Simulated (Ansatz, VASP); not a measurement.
# Two plane-wave programs on NaHgI3

```
Na Hg I
1.0
     5.91197    0.00000    0.00000
     0.00000    5.91197    0.00000
     0.00000    0.00000    5.91197
Na Hg I
1 1 3
Direct
  0.00000 0.00000 0.00000
  0.50000 0.50000 0.50000
  0.50000 0.50000 0.00000
  0.50000 0.00000 0.50000
  0.00000 0.50000 0.50000
```

Alike in both runs: task single point; functional r2SCAN; dispersion rVV10; k mesh 6 × 6 × 6; occupations fermi-dirac, width 0.03 eV; no spin polarisation.

|  | VASP | Ansatz |
| --- | --- | --- |
| version | VASP 6.6.1 | Ansatz 0.2.0 |
| potentials or method | VASP PAW PBE potentials, release 64 (Na_pv, Hg, I) | plane waves, PAW |
| plane-wave cutoff (eV) | 520 | 500 |
| valence electrons in the cell | 40 | 80 |

|  | VASP | Ansatz | Ansatz less VASP |
| --- | --- | --- | --- |
| pressure (GPa) | 0.0 | -0.1 | -0.18 |

VASP's potentials were made for PBE, not for r2SCAN. VASP's potentials hold 40 valence electrons a cell and Ansatz's 80, so a difference there can come from the potentials and not from the codes.

Neither program's run includes spin-orbit coupling.
